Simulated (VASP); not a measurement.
# Cs (Im-3m) in VASP: single point with HSE06

Aim: the single point of Cs with HSE06.

Program: VASP 6.6.1. These are calculated values, not measurements. Logs are shortened: lines on timing, memory, paths and dates and some standing lists are left out, and cuts for length are marked.

### 1 The cell of the first run

It takes space group Im-3m (No. 229, cubic). The conventional cell has a = 6.000 Å, b = 6.000 Å, c = 6.000 Å, α = 90.00°, β = 90.00°, γ = 90.00°.

### 2 Single point, HSE06

POSCAR reads:

```
Cs
1.0
   -3.0000000000      3.0000000000      3.0000000000
    3.0000000000     -3.0000000000      3.0000000000
    3.0000000000      3.0000000000     -3.0000000000
Cs
1
Direct
    0.0000000000      0.0000000000      0.0000000000
```

INCAR.step1 reads:

```
SYSTEM = Cs
  ALGO = Normal
  EDIFF = 1E-5
  ENCUT = 520
  GGA = PE
  ISIF = 2
  ISMEAR = -1
  LASPH = .TRUE.
  LCHARG = .FALSE.
  LREAL = .FALSE.
  LWAVE = .TRUE.
  NBANDS = 10
  NELM = 80
  PREC = Accurate
  SIGMA = 0.05
```

INCAR.step2 reads:

```
SYSTEM = Cs
  ALGO = Normal
  EDIFF = 1E-6
  ENCUT = 520
  GGA = PE
  HFSCREEN = 0.2079
  ISIF = 2
  ISMEAR = -1
  ISTART = 1
  LASPH = .TRUE.
  LCHARG = .FALSE.
  LHFCALC = .TRUE.
  LREAL = .FALSE.
  LWAVE = .FALSE.
  NBANDS = 10
  NELM = 80
  PREC = Accurate
  PRECFOCK = Normal
  SIGMA = 0.05
```

KPOINTS reads:

```
k-points
0
G
  7 7 7
  0 0 0
```

Potentials or basis: VASP PAW PBE potentials, release 64 (Cs_sv).

Run with:

```
$ cat potpaw_PBE.64/Cs_sv/POTCAR > POTCAR
$ cp INCAR.step1 INCAR
$ mpirun -np 1 vasp_std > vasp.out
$ cp INCAR.step2 INCAR
$ mpirun -np 1 vasp_std > vasp.out
```

OUTCAR:

```text
SYSTEM = Cs
   EDIFF = 1E-6
   ENCUT = 520
   GGA = PE
   HFSCREEN = 0.2079
   ISIF = 2
   ISMEAR = -1
   ISTART = 1
   LASPH = .TRUE.
   LHFCALC = .TRUE.
   LREAL = .FALSE.
   NELM = 80
   PREC = Accurate
   PRECFOCK = Normal

 ion  position               nearest neighbor table
   1  0.000  0.000  0.000-

  LATTYP: Found a body centered cubic cell.
 ALAT       =     6.0000000000

  Lattice vectors:

 A1 = (  -3.0000000000,   3.0000000000,   3.0000000000)
 A2 = (   3.0000000000,  -3.0000000000,   3.0000000000)
 A3 = (   3.0000000000,   3.0000000000,  -3.0000000000)

Analysis of symmetry for initial positions (statically):
=====================================================================
 Subroutine PRICEL returns:
 Original cell was already a primitive cell.

 Routine SETGRP: Setting up the symmetry group for a
 body centered cubic supercell.

 Subroutine GETGRP returns: Found 48 space group operations
 (whereof 48 operations were pure point group operations)
 out of a pool of 48 trial point group operations.

The static configuration has the point symmetry O_h .

Analysis of symmetry for dynamics (positions and initial velocities):
=====================================================================
 Subroutine PRICEL returns:
 Original cell was already a primitive cell.

 Routine SETGRP: Setting up the symmetry group for a
 body centered cubic supercell.

 Subroutine GETGRP returns: Found 48 space group operations
 (whereof 48 operations were pure point group operations)
 out of a pool of 48 trial point group operations.

The dynamic configuration has the point symmetry O_h .

 Subroutine INISYM returns: Found 48 space group operations
 (whereof 48 operations are pure point group operations),
 and found     1 'primitive' translations

----------------------------------------------------------------------------------------

                                     Primitive cell

  volume of cell :     108.0000

  direct lattice vectors                    reciprocal lattice vectors
    -3.000000000  3.000000000  3.000000000     0.000000000  0.166666667  0.166666667
     3.000000000 -3.000000000  3.000000000     0.166666667  0.000000000  0.166666667
     3.000000000  3.000000000 -3.000000000     0.166666667  0.166666667  0.000000000

  length of vectors
     5.196152423  5.196152423  5.196152423     0.235702260  0.235702260  0.235702260

  position of ions in fractional coordinates (direct lattice)
     0.000000000  0.000000000  0.000000000

  ion indices of the primitive-cell ions
   primitive index   ion index
                 1           1

----------------------------------------------------------------------------------------

 KPOINTS: k-points

Automatic generation of k-mesh.
 Grid dimensions read from file:
 generate k-points for:    7    7    7

 Generating k-lattice:

  Cartesian coordinates                     Fractional coordinates (reciprocal lattice)
     0.000000000  0.023809524  0.023809524     0.142857143  0.000000000  0.000000000
     0.023809524  0.000000000  0.023809524     0.000000000  0.142857143  0.000000000
     0.023809524  0.023809524  0.000000000     0.000000000  0.000000000  0.142857143

  Length of vectors
     0.033671751  0.033671751  0.033671751

  Shift w.r.t. Gamma in fractional coordinates (k-lattice)
     0.000000000  0.000000000  0.000000000

 Subroutine IBZKPT returns following result:
 ===========================================

 Found     20 irreducible k-points:

 Following reciprocal coordinates:
            Coordinates               Weight
  0.000000  0.000000  0.000000      1.000000
  0.142857  0.000000  0.000000     12.000000
  0.285714  0.000000  0.000000     12.000000
  0.428571  0.000000  0.000000     12.000000
  0.142857  0.142857  0.000000     24.000000
  0.285714  0.142857  0.000000     48.000000
[... 12 lines left out ...]
 -0.428571 -0.428571  0.285714      8.000000
 -0.428571  0.428571  0.428571      6.000000
   k-points           NKPTS =     20   k-points in BZ     NKDIM =    343   number of bands    NBANDS=     10
   number of dos      NEDOS =    301   number of ions     NIONS =      1
   total plane-waves  NPLWV =  64000
   dimension x,y,z NGX =    40 NGY =   40 NGZ =   40
   dimension x,y,z NGXF=    80 NGYF=   80 NGZF=   80
   ions per type =               1
   NGX,Y,Z   is equivalent  to a cutoff of  12.80, 12.80, 12.80 a.u.
   NGXF,Y,Z  is equivalent  to a cutoff of  25.60, 25.60, 25.60 a.u.
 SYSTEM =  Cs
   PREC   = accura    normal or accurate (medium, high low for compatibility)
   ISTART =      1    job   : 0-new  1-cont  2-samecut
   ICHARG =      0    charge: 1-file 2-atom 10-const
   ISPIN  =      1    spin polarized calculation?
   LNONCOLLINEAR =      F non collinear calculations
   LSORBIT =      F    spin-orbit coupling
   LASPH  =      T    aspherical Exc in radial PAW
   ENCUT  =  520.0 eV  38.22 Ry    6.18 a.u.   9.66  9.66  9.66*2*pi/ulx,y,z
   NELM   =     80;   NELMIN=  2; NELMDL=  0     # of ELM steps
   EDIFF  = 0.1E-05   stopping-criterion for ELM
   LREAL  =      F    real-space projection
   EDIFFG = 0.1E-04   stopping-criterion for IOM
   NSW    =      0    number of steps for IOM
   IBRION =     -1    ionic relax: 0-MD 1-quasi-New 2-CG
   NFREE  =      0    steps in history (QN), initial steepest desc. (CG)
   ISIF   =      2    stress and relaxation
   ISYM   =      3    0-nonsym 1-usesym 2-fastsym
   POTIM  = 0.5000    time-step for ionic-motion
   TEBEG  =    0.0;   TEEND  =   0.0 temperature during run
   PSTRESS=    0.0 pullay stress
   NELECT =       9.0000    total number of electrons
   NUPDOWN=      -1.0000    fix difference up-down
   EMIN   =  10.00;   EMAX   =-10.00  energy-range for DOS
   EFERMI =   0.00;   METHOD = LEGACY
   ISMEAR =    -1;   SIGMA  =   0.05  broadening in eV -4-tet -1-fermi 0-gaus
   EFERMI_NEDOS =   21; number of points for ismear=-14 and -15
   IALGO  =     38    algorithm
   IMIX   =      1    mixing-type and parameters
     AMIX     =   0.40;   BMIX     =  1.00
     AMIX_MAG =   1.60;   BMIX_MAG =  1.00
  volume/ion in A,a.u.               =     108.00       728.82
  Fermi-wavevector in a.u.,A,eV,Ry     =   0.715069  1.351284  6.956974  0.511323
  Thomas-Fermi vector in A             =   1.803133
   LORBIT       =      0    0 simple, 1 ext, 2 COOP (PROOUT), +10 PAW based schemes
   GGA     = PE    functional components
   LHFCALC =     T    Hartree Fock is set to
   PRECFOCK=normal    Normal, Fast or Accurate (Low or Medium for compatibility)
   ENCUT4O =  -1.0   cutoff for four orbital integrals eV
   NKREDX  =     1    reduce k-point grid by
   NKREDY  =     1    reduce k-point grid by
   NKREDZ  =     1    reduce k-point grid by
   AEXX    =    0.2500 exact exchange contribution
   HFSCREEN=    0.2079 screening length (either q_TF or 0.3 A-1)
   HFSCREENC=   0.2079 screening length for correlation (either q_TF or 0.3 A-1)
   ENCUTFOCK=  -1.0 apply spherical cutoff to Coloumb kernel
   IVDW    =     0    specifies the selected vdW correction
   LEPSILON=     F    determine dielectric tensor
   LRPA    =     F    only Hartree local field effects (RPA)
 non-spin polarized calculation
  energy-cutoff  :      520.00
  volume of cell :      108.00
 maximum number of plane-waves:      2926
  NGX = 30; NGY = 30; NGZ = 30

 number of electron       8.9999998 magnetization

 Free energy of the ion-electron system (eV)
  ---------------------------------------------------
  ext. energy  EPLUGINS =         0.00000000
  ---------------------------------------------------
  free energy    TOTEN  =        -0.92647005 eV

  energy without entropy =       -0.91727534  energy(sigma->0) =       -0.92187269

 E-fermi :   0.6799     XC(G=0):  -4.8024

 val. band max:        0.6571779561   @ k =  -0.2857   0.4286   0.1429
 cond. band min:       0.7550886509   @ k =  -0.4286   0.4286   0.1429
 fundamental gap:      0.0979106949
 Fermi energy:         0.6799205527

 k-point     1 :       0.0000    0.0000    0.0000
  band No.  band energies     occupation
      1     -25.3206      2.00000
      2     -11.0333      2.00000
      3     -11.0333      2.00000
      4     -11.0333      2.00000
      5      -1.3643      2.00000
      6       3.5612      0.00000
      7       3.5612      0.00000
      8       3.5612      0.00000
      9       4.4976      0.00000
     10       4.4976      0.00000

 k-point     2 :       0.1429    0.0000    0.0000
  band No.  band energies     occupation
      1     -25.3187      2.00000
      2     -11.0684      2.00000
      3     -11.0442      2.00000
      4     -11.0334      2.00000
      5      -1.0890      2.00000
      6       3.2513      0.00000
      7       3.3005      0.00000
      8       3.8121      0.00000
      9       4.2440      0.00000
     10       4.4486      0.00000

 k-point     3 :       0.2857    0.0000    0.0000
  band No.  band energies     occupation
      1     -25.3145      2.00000
      2     -11.1444      2.00000
      3     -11.0685      2.00000
      4     -11.0336      2.00000
      5      -0.3534      2.00000
      6       2.4586      0.00000
      7       2.8778      0.00000
      8       4.3946      0.00000
      9       4.5064      0.00000
     10       4.5423      0.00000

 k-point     4 :       0.4286    0.0000    0.0000
  band No.  band energies     occupation
      1     -25.3112      2.00000
      2     -11.2024      2.00000
      3     -11.0878      2.00000
      4     -11.0338      2.00000
      5       0.5305      1.90401
      6       1.7874      0.00000
      7       2.6210      0.00000
      8       4.3972      0.00000
      9       4.8568      0.00000
     10       5.6753      0.00000
[... 170 lines left out ...]
 k-point    18 :      -0.4286    0.4286    0.2857
  band No.  band energies     occupation
      1     -25.3064      2.00000
      2     -11.1719      2.00000
      3     -11.1284      2.00000
      4     -11.1111      2.00000
      5       1.1927      0.00007
      6       1.7072      0.00000
      7       3.0825      0.00000
      8       3.3360      0.00000
      9       4.2264      0.00000
     10       5.4532      0.00000

 k-point    19 :      -0.4286   -0.4286    0.2857
  band No.  band energies     occupation
      1     -25.3050      2.00000
      2     -11.1602      2.00000
      3     -11.1602      2.00000
      4     -11.1160      2.00000
      5       1.5232      0.00000
      6       1.5232      0.00000
      7       2.7787      0.00000
      8       4.0638      0.00000
      9       4.0638      0.00000
     10       5.4967      0.00000

 k-point    20 :      -0.4286    0.4286    0.4286
  band No.  band energies     occupation
      1     -25.3038      2.00000
      2     -11.1568      2.00000
      3     -11.1505      2.00000
      4     -11.1505      2.00000
      5       1.3994      0.00000
      6       1.5127      0.00000
      7       3.7408      0.00000
      8       3.8440      0.00000
      9       3.8440      0.00000
     10       5.5897      0.00000

------------------------ aborting loop because EDIFF is reached ----------------------------------------

  FORCE on cell =-STRESS in cart. coord.  units (eV):
  Direction    XX          YY          ZZ          XY          YZ          ZX
  --------------------------------------------------------------------------------------
  -------------------------------------------------------------------------------------
  Total        0.1730311      0.1730311      0.1730311     -0.0000000     -0.0000000      0.0000000
  in kB        2.5669120      2.5669120      2.5669120     -0.0000000     -0.0000000      0.0000000
  external PRESSURE =       2.5669120 kB  Pullay stress =       0.0000000 kB

 VOLUME and BASIS-vectors are now :
 -----------------------------------------------------------------------------
  energy-cutoff  :      520.00
  volume of cell :      108.00
      direct lattice vectors                 reciprocal lattice vectors
    -3.000000000  3.000000000  3.000000000     0.000000000  0.166666667  0.166666667
     3.000000000 -3.000000000  3.000000000     0.166666667  0.000000000  0.166666667
     3.000000000  3.000000000 -3.000000000     0.166666667  0.166666667  0.000000000

 POSITION                                       TOTAL-FORCE (eV/Angst)
 -----------------------------------------------------------------------------------
      0.00000      0.00000      0.00000         0.000000      0.000000      0.000000
 -----------------------------------------------------------------------------------
    total drift:                               -0.000015     -0.000130     -0.000256

  FREE ENERGIE OF THE ION-ELECTRON SYSTEM (eV)
  ---------------------------------------------------
  free  energy   TOTEN  =        -0.9264700507 eV

  energy  without entropy=       -0.9172753368  energy(sigma->0) =       -0.92187269
```

Run time: 44 min. Hardware: 1 thread of Intel Xeon Platinum 8259CL at 2.50GHz (Skylake/Cascade Lake), shared host; peak memory 0.4 GiB.

Results:

| Property | Result |
| --- | --- |
| Free energy | -0.9265 eV |
| Pressure | 0.3 GPa |
| Band gap on the k mesh | zero (an odd number of electrons rules out a gap without spin polarisation) |

Levels at points of the mesh, in eV from the Fermi level:
| k point | band 2 | band 3 | band 4 | band 5 | band 6 | band 7 | band 8 | band 9 |
| --- | --- | --- | --- | --- | --- | --- | --- | --- |
| (0.00, 0.00, 0.00) | -11.71 | -11.71 | -11.71 | -2.04 | 2.88 | 2.88 | 2.88 | 3.82 |

Caveat: the PAW data sets were made with another functional, which shifts forces and pressure a little; spin-orbit coupling is left out, which moves the levels of the heavy elements.

The gap in the log of VASP goes by the Fermi energy; the results here count the filled bands.